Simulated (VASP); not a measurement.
# Si3Se2 (Fd-3m) in VASP: single point with PBE

Aim: the single point of Si3Se2 with PBE.

Program: VASP 6.6.1. These are calculated values, not measurements. Logs are shortened: lines on timing, memory, paths and dates and some standing lists are left out, and cuts for length are marked.

**1. The cell of the first run**

It takes space group Fd-3m (No. 227, cubic). The conventional cell has a = 10.372 Å, b = 10.372 Å, c = 10.372 Å, α = 90.00°, β = 90.00°, γ = 90.00°. Within 4.8 Å of Si (site symmetry -3m) lie 12 Si at 3.67 to 4.30 Å and 6 Se at 3.67 Å. Within 3.0 Å of Si (site symmetry -43m) lie 4 Se at 2.25 Å. Within 3.0 Å of Se (site symmetry -3m) lie 2 Si at 2.25 Å.

The cell was built from a structure type or drawn by symmetry, and may not be a known phase.

**2. Single point, PBE**

The input, INCAR:

```
PREC = Accurate
ENCUT = 500
EDIFF = 1E-6
ISMEAR = 0
SIGMA = 0.2
LREAL = F
LASPH = T
NELM = 120
ALGO = Normal
ISIF = 2
LWAVE = F
LCHARG = F
GGA = PE
NBANDS = 35
GGA_COMPAT = F
```

The input, KPOINTS:

```
Automatic mesh
0
Gamma
  3 3 3
```

The input, POSCAR:

```
Si3Se2
1.0
    0.0000000000      5.1860082659      5.1860082659
    5.1860082659      0.0000000000      5.1860082659
    5.1860082659      5.1860082659      0.0000000000
Si Se
6 4
Direct
    0.6250000000      0.6250000000      0.6250000000
    0.6250000000      0.6250000000      0.1250000000
    0.6250000000      0.1250000000      0.6250000000
    0.1250000000      0.6250000000      0.6250000000
    0.0000000000      0.0000000000      0.0000000000
    0.2500000000      0.2500000000      0.2500000000
    0.1250000000      0.1250000000      0.1250000000
    0.1250000000      0.1250000000      0.6250000000
    0.1250000000      0.6250000000      0.1250000000
    0.6250000000      0.1250000000      0.1250000000
```

Potentials or basis: VASP PAW PBE potentials, release 64 (Si, Se).

Run with:

```bash
cat potpaw_PBE.64/Si/POTCAR potpaw_PBE.64/Se/POTCAR > POTCAR
mpirun -np 1 vasp_std > vasp.out
```

OUTCAR:

```text
PREC = Accurate
   ENCUT = 500
   EDIFF = 1E-6
   ISMEAR = 0
   LREAL = F
   LASPH = T
   NELM = 120
   ISIF = 2
   GGA = PE

 ion  position               nearest neighbor table
   1  0.625  0.625  0.625-
   2  0.625  0.625  0.125-
   3  0.625  0.125  0.625-
   4  0.125  0.625  0.625-
   5  0.000  0.000  0.000-   7 2.25   8 2.25   9 2.25  10 2.25
   6  0.250  0.250  0.250-   7 2.25   8 2.25   9 2.25  10 2.25
   7  0.125  0.125  0.125-   5 2.25   6 2.25
   8  0.125  0.125  0.625-   5 2.25   6 2.25
   9  0.125  0.625  0.125-   5 2.25   6 2.25
  10  0.625  0.125  0.125-   5 2.25   6 2.25

  LATTYP: Found a face centered cubic cell.
 ALAT       =    10.3720165318

  Lattice vectors:

 A1 = (   0.0000000000,   5.1860082659,   5.1860082659)
 A2 = (   5.1860082659,   0.0000000000,   5.1860082659)
 A3 = (   5.1860082659,   5.1860082659,   0.0000000000)

Analysis of symmetry for initial positions (statically):
=====================================================================
 Subroutine PRICEL returns:
 Original cell was already a primitive cell.

 Routine SETGRP: Setting up the symmetry group for a
 face centered cubic supercell.

 Subroutine GETGRP returns: Found 48 space group operations
 (whereof 24 operations were pure point group operations)
 out of a pool of 48 trial point group operations.

The static configuration has the point symmetry T_d .
 The point group associated with its full space group is O_h .

Analysis of symmetry for dynamics (positions and initial velocities):
=====================================================================
 Subroutine PRICEL returns:
 Original cell was already a primitive cell.

 Routine SETGRP: Setting up the symmetry group for a
 face centered cubic supercell.

 Subroutine GETGRP returns: Found 48 space group operations
 (whereof 24 operations were pure point group operations)
 out of a pool of 48 trial point group operations.

The dynamic configuration has the point symmetry T_d .
 The point group associated with its full space group is O_h .

 Subroutine INISYM returns: Found 48 space group operations
 (whereof 24 operations are pure point group operations),
 and found     1 'primitive' translations

----------------------------------------------------------------------------------------

                                     Primitive cell

  volume of cell :     278.9521

  direct lattice vectors                    reciprocal lattice vectors
     0.000000000  5.186008266  5.186008266    -0.096413267  0.096413267  0.096413267
     5.186008266  0.000000000  5.186008266     0.096413267 -0.096413267  0.096413267
     5.186008266  5.186008266  0.000000000     0.096413267  0.096413267 -0.096413267

  length of vectors
     7.334123224  7.334123224  7.334123224     0.166992677  0.166992677  0.166992677

  position of ions in fractional coordinates (direct lattice)
     0.625000000  0.625000000  0.625000000
     0.625000000  0.625000000  0.125000000
     0.625000000  0.125000000  0.625000000
     0.125000000  0.625000000  0.625000000
     0.000000000  0.000000000  0.000000000
     0.250000000  0.250000000  0.250000000
     0.125000000  0.125000000  0.125000000
     0.125000000  0.125000000  0.625000000
     0.125000000  0.625000000  0.125000000
     0.625000000  0.125000000  0.125000000

  ion indices of the primitive-cell ions
   primitive index   ion index
                 1           1
                 2           2
                 3           3
                 4           4
                 5           5
                 6           6
                 7           7
                 8           8
                 9           9
                10          10

----------------------------------------------------------------------------------------

 KPOINTS: Automatic mesh

Automatic generation of k-mesh.
 Grid dimensions read from file:
 generate k-points for:    3    3    3

 Generating k-lattice:

  Cartesian coordinates                     Fractional coordinates (reciprocal lattice)
    -0.032137756  0.032137756  0.032137756     0.333333333  0.000000000  0.000000000
     0.032137756 -0.032137756  0.032137756     0.000000000  0.333333333  0.000000000
     0.032137756  0.032137756 -0.032137756     0.000000000  0.000000000  0.333333333

  Length of vectors
     0.055664226  0.055664226  0.055664226

  Shift w.r.t. Gamma in fractional coordinates (k-lattice)
     0.000000000  0.000000000  0.000000000

 Subroutine IBZKPT returns following result:
 ===========================================

 Found      4 irreducible k-points:

 Following reciprocal coordinates:
            Coordinates               Weight
  0.000000  0.000000  0.000000      1.000000
  0.333333  0.000000  0.000000      8.000000
  0.333333  0.333333  0.000000      6.000000
 -0.333333  0.333333  0.000000     12.000000
   k-points           NKPTS =      4   k-points in BZ     NKDIM =      4   number of bands    NBANDS=     35
   number of dos      NEDOS =    301   number of ions     NIONS =     10
   total plane-waves  NPLWV = 157464
   dimension x,y,z NGX =    54 NGY =   54 NGZ =   54
   dimension x,y,z NGXF=   108 NGYF=  108 NGZF=  108
   ions per type =               6   4
   NGX,Y,Z   is equivalent  to a cutoff of  12.24, 12.24, 12.24 a.u.
   NGXF,Y,Z  is equivalent  to a cutoff of  24.48, 24.48, 24.48 a.u.
 SYSTEM =  unknown system
   PREC   = accura    normal or accurate (medium, high low for compatibility)
   ISTART =      0    job   : 0-new  1-cont  2-samecut
   ICHARG =      2    charge: 1-file 2-atom 10-const
   ISPIN  =      1    spin polarized calculation?
   LNONCOLLINEAR =      F non collinear calculations
   LSORBIT =      F    spin-orbit coupling
   LASPH  =      T    aspherical Exc in radial PAW
   ENCUT  =  500.0 eV  36.75 Ry    6.06 a.u.  13.37 13.37 13.37*2*pi/ulx,y,z
   NELM   =    120;   NELMIN=  2; NELMDL= -5     # of ELM steps
   EDIFF  = 0.1E-05   stopping-criterion for ELM
   LREAL  =      F    real-space projection
   EDIFFG = 0.1E-04   stopping-criterion for IOM
   NSW    =      0    number of steps for IOM
   IBRION =     -1    ionic relax: 0-MD 1-quasi-New 2-CG
   NFREE  =      0    steps in history (QN), initial steepest desc. (CG)
   ISIF   =      2    stress and relaxation
   ISYM   =      2    0-nonsym 1-usesym 2-fastsym
   POTIM  = 0.5000    time-step for ionic-motion
   TEBEG  =    0.0;   TEEND  =   0.0 temperature during run
   PSTRESS=    0.0 pullay stress
   NELECT =      48.0000    total number of electrons
   NUPDOWN=      -1.0000    fix difference up-down
   EMIN   =  10.00;   EMAX   =-10.00  energy-range for DOS
   EFERMI =   0.00;   METHOD = LEGACY
   ISMEAR =     0;   SIGMA  =   0.20  broadening in eV -4-tet -1-fermi 0-gaus
   EFERMI_NEDOS =   21; number of points for ismear=-14 and -15
   IALGO  =     38    algorithm
   IMIX   =      4    mixing-type and parameters
     AMIX     =   0.40;   BMIX     =  1.00
     AMIX_MAG =   1.60;   BMIX_MAG =  1.00
  volume/ion in A,a.u.               =      27.90       188.25
  Fermi-wavevector in a.u.,A,eV,Ry     =   0.910567  1.720723 11.281036  0.829133
  Thomas-Fermi vector in A             =   2.034745
   LORBIT       =      0    0 simple, 1 ext, 2 COOP (PROOUT), +10 PAW based schemes
   GGA     = PE    functional components
   LHFCALC =     F    Hartree Fock is set to
   AEXX    =    0.0000 exact exchange contribution
   IVDW    =     0    specifies the selected vdW correction
   LEPSILON=     F    determine dielectric tensor
   LRPA    =     F    only Hartree local field effects (RPA)
 non-spin polarized calculation
 Gauss-broadening in eV      SIGMA  =   0.20
  energy-cutoff  :      500.00
  volume of cell :      278.95
 maximum number of plane-waves:      7119
 NGX is ok and might be reduce to    54
   NGX = 27   NGY = 27   NGZ = 27

 number of electron      48.0000000 magnetization

 Free energy of the ion-electron system (eV)
  ---------------------------------------------------
  ext. energy  EPLUGINS =         0.00000000
  ---------------------------------------------------
  free energy    TOTEN  =       -35.45681733 eV

  energy without entropy =      -35.30934666  energy(sigma->0) =      -35.38308200

 E-fermi :   3.3177     XC(G=0):  -8.6005

 val. band max:        3.0741028752   @ k =  -0.3333   0.3333   0.0000
 cond. band min:       3.3574496612   @ k =  -0.3333   0.3333   0.0000
 fundamental gap:      0.2833467860
 Fermi energy:         3.3177321885

 k-point     1 :       0.0000    0.0000    0.0000
  band No.  band energies     occupation
      1     -11.9446      2.00000
      2     -10.2287      2.00000
      3     -10.2287      2.00000
      4     -10.2287      2.00000
      5      -7.5389      2.00000
      6      -4.5437      2.00000
[... 27 lines left out ...]
     34       6.2696      0.00000
     35       6.2696      0.00000

 k-point     2 :       0.3333    0.0000    0.0000
  band No.  band energies     occupation
      1     -11.7519      2.00000
      2     -10.7105      2.00000
      3     -10.2327      2.00000
      4     -10.2327      2.00000
      5      -6.7503      2.00000
      6      -4.5405      2.00000
[... 27 lines left out ...]
     34       5.1656      0.00000
     35       6.0971      0.00000

 k-point     3 :       0.3333    0.3333    0.0000
  band No.  band energies     occupation
      1     -11.6547      2.00000
      2     -10.8766      2.00000
      3     -10.2395      2.00000
      4     -10.2395      2.00000
      5      -6.3974      2.00000
      6      -4.6393      2.00000
[... 27 lines left out ...]
     34       5.7549      0.00000
     35       6.0331      0.00000

 k-point     4 :      -0.3333    0.3333    0.0000
  band No.  band energies     occupation
      1     -11.4897      2.00000
      2     -11.1117      2.00000
      3     -10.2460      2.00000
      4     -10.2381      2.00000
      5      -5.9000      2.00000
      6      -4.8416      2.00000
[... 27 lines left out ...]
     34       5.8905      0.00000
     35       6.3106      0.00000

------------------------ aborting loop because EDIFF is reached ----------------------------------------

  FORCE on cell =-STRESS in cart. coord.  units (eV):
  Direction    XX          YY          ZZ          XY          YZ          ZX
  --------------------------------------------------------------------------------------
  -------------------------------------------------------------------------------------
  Total        0.1654626      0.1654626      0.1654626     -0.0000000     -0.0000000     -0.0000000
  in kB        0.9503441      0.9503441      0.9503441     -0.0000000     -0.0000000     -0.0000000
  external PRESSURE =       0.9503441 kB  Pullay stress =       0.0000000 kB

 VOLUME and BASIS-vectors are now :
 -----------------------------------------------------------------------------
  energy-cutoff  :      500.00
  volume of cell :      278.95
      direct lattice vectors                 reciprocal lattice vectors
     0.000000000  5.186008266  5.186008266    -0.096413267  0.096413267  0.096413267
     5.186008266  0.000000000  5.186008266     0.096413267 -0.096413267  0.096413267
     5.186008266  5.186008266  0.000000000     0.096413267  0.096413267 -0.096413267

 POSITION                                       TOTAL-FORCE (eV/Angst)
 -----------------------------------------------------------------------------------
      6.48251      6.48251      6.48251         0.000000      0.000000     -0.000000
      3.88951      3.88951      6.48251         0.000000      0.000000     -0.000000
      3.88951      6.48251      3.88951         0.000000      0.000000     -0.000000
      6.48251      3.88951      3.88951         0.000000      0.000000     -0.000000
      0.00000      0.00000      0.00000         0.000000      0.000000      0.000000
      2.59300      2.59300      2.59300        -0.000000     -0.000000     -0.000000
      1.29650      1.29650      1.29650         0.000000      0.000000     -0.000000
      3.88951      3.88951      1.29650         0.000000      0.000000     -0.000000
      3.88951      1.29650      3.88951         0.000000      0.000000     -0.000000
      1.29650      3.88951      3.88951         0.000000      0.000000     -0.000000
 -----------------------------------------------------------------------------------
    total drift:                                0.000000      0.000000     -0.000000

  FREE ENERGIE OF THE ION-ELECTRON SYSTEM (eV)
  ---------------------------------------------------
  free  energy   TOTEN  =       -35.4568173264 eV

  energy  without entropy=      -35.3093466642  energy(sigma->0) =      -35.38308200
```

Run time: 81 s. Hardware: 1 thread of Intel Xeon 8259CL, shared host; peak memory 0.37 GiB.

Results:

```yaml
Free_energy: -35.4568 eV
Pressure: 0.1 GPa
Band_gap_on_the_k_mesh: zero (bands 24 and 25 overlap by 0.32 eV)
```
